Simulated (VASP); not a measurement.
# Mg5Se (I4/mmm) in VASP: further runs, part 3 of 3

VASP 6.6.1. Earlier steps stand in the parts before.

## (7) Overview

```tsv
task	cell	k mesh	cutoff (eV)	gap on the mesh (eV)	pressure (GPa)	relaxed volume (Å³/atom)	largest force (eV/Å)
single point	a = 5.481 Å, angles 109.5°, 6 atoms, atomic positions A	4 × 4 × 4	520	none	24.4	-	3.11
single point	a = 6.889 Å, angles 97.1, 97.1, 138.9°, 6 atoms, atomic positions B	4 × 4 × 4	520	none	0.0	-	0.01
relaxation of cell and atoms	relaxed from a = 5.481 Å, angles 109.5°, 6 atoms, atomic positions A	4 × 4 × 4	600	none	0.0	33.57	0.04
single point	a = 6.898 Å, angles 97.1, 97.1, 138.9°, 6 atoms, atomic positions C	10 × 10 × 10	520	none	0.0	-	-
relaxation of cell and atoms	relaxed from a = 6.889 Å, angles 97.1, 97.1, 138.9°, 6 atoms, atomic positions B	10 × 10 × 10	600	none	0.0	33.59	0.01
```

Alike in all rows: level PBE; potentials or basis VASP PAW PBE potentials, release 64 (Mg, Se); no spin polarisation; smearing gaussian 0.1 eV.

Caveats: some runs use coarse meshes; semilocal functionals underestimate gaps, and a narrow one can read as zero (at least some runs); atoms lie so close that the PAW spheres overlap strongly, which falsifies energies and pressures (at least some runs); the stress differs along the axes, from -8 to 40 GPa (at least some runs); forces of over 1 eV/Å act on the atoms, so gaps and moduli don't describe the material at rest (at least some runs); the volume moved by over 15 % at a fixed basis, so the end points are rough (at least some runs).

Absolute energies hang on the potentials; compare differences alone.
